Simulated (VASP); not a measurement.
Runs of VASP 6.6.1 on KCl (Sylvite). The structure is that of space group Fm-3m (No. 225), or close to it. The cells are those of the table. 

```tsv
cell	gap on the mesh (eV)	pressure (GPa)
a = 4.572 Å, angles 60.0°, 2 atoms	4.92	-0.6
a = 4.257 Å, angles 60.0°, 2 atoms	(b)	4.4
a = 4.189 Å, angles 60.0°, 2 atoms	5.88	6.3
a = 4.324 Å, angles 60.0°, 2 atoms	5.50	(a)
a = 4.389 Å, angles 60.0°, 2 atoms	5.33	1.7
```

Alike in all rows: task single point; level PBE; potentials or basis VASP PAW PBE potentials, release 64 (K_sv, Cl); no spin polarisation; k mesh 8 × 8 × 8; cutoff (eV) 520; smearing gaussian 0.05 eV.

Task: Estimate the missing entries.

Result: (a) 2.9; (b) 5.68.

A k mesh can miss the band edges.
